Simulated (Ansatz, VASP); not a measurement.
This is a calculation of PbF2 for VASP 6.6.1.

The input POSCAR:

```
PbF2
1.0
    0.0000000000      2.9437690651      2.9437690651
    2.9437690651      0.0000000000      2.9437690651
    2.9437690651      2.9437690651      0.0000000000
Pb F
1 2
Direct
    0.0000000000      0.0000000000      0.0000000000
    0.7500000000      0.7500000000      0.7500000000
    0.2500000000      0.2500000000      0.2500000000
```

INCAR.step1

```
SYSTEM = PbF2
PREC = Accurate
ENCUT = 660
ISMEAR = -1
SIGMA = 0.05
LREAL = .FALSE.
LASPH = .TRUE.
NELM = 120
NBANDS = 21
GGA = PE
ALGO = Normal
EDIFF = 1E-5
LWAVE = .TRUE.
LCHARG = .FALSE.
GGA_COMPAT = .FALSE.
```

Contents of INCAR.step2:

```
SYSTEM = PbF2
PREC = Accurate
ENCUT = 660
EDIFF = 1E-6
ISMEAR = -1
SIGMA = 0.05
LREAL = .FALSE.
LASPH = .TRUE.
NELM = 120
ALGO = Normal
ISIF = 2
LWAVE = .FALSE.
LCHARG = .FALSE.
METAGGA = R2SCAN
LMIXTAU = .TRUE.
NBANDS = 21
ISTART = 1
GGA_COMPAT = .FALSE.
```

The input KPOINTS:

```
regular mesh
0
G
  8 8 8
  0 0 0
```

Potentials or basis: VASP PAW PBE potentials, release 64 (Pb_d, F).

The run is started by

```console
$ cat potpaw_PBE.64/Pb_d/POTCAR potpaw_PBE.64/F/POTCAR > POTCAR
$ cp INCAR.step1 INCAR
$ mpirun -np 1 vasp_std > vasp.out
$ cp INCAR.step2 INCAR
$ mpirun -np 1 vasp_std > vasp.out
```

Set up the same calculation for Ansatz 0.2.0. Potentials there: Ansatz PAW.

As run (the cutoff follows the program's own potentials):

The input input.yaml:

```yaml
crystal:
  lattice:
    - [0.0, 2.9437690651, 2.9437690651]
    - [2.9437690651, 0.0, 2.9437690651]
    - [2.9437690651, 2.9437690651, 0.0]
  atoms:
    - { symbol: Pb, position: [0.0, 0.0, 0.0] }
    - { symbol: F, position: [0.75, 0.75, 0.75] }
    - { symbol: F, position: [0.25, 0.25, 0.25] }
hamiltonian:
  xc: r2scan
  pseudopotentials: { kind: paw }
kpoints:
  mp_grid: { grid: [8, 8, 8] }
scf:
  occupations: { method: fermi_dirac, width: 0.05 }
output:
  forces: true
  stress: true
  eigenvalues: true
```

Potentials or basis: Ansatz PAW.

Run with:

```bash
$ ansatz run input.yaml --threads 2 --pin off --max-ram 5632MiB --backend cpu --events-out ev --progress --plain --runs-dir out
```

Both were run:

|  | VASP | Ansatz | Ansatz less VASP |
| --- | --- | --- | --- |
| gap on the k mesh at the Fermi level (eV) | 4.93 | 4.92 | -0.004 |
| least direct gap on the mesh (eV) | 5.07 | 5.07 | -0.005 |
| pressure (GPa) | 1.2 | 1.4 | +0.15 |

VASP's potentials were made for PBE, not for r2SCAN.

Neither program's run includes spin-orbit coupling.
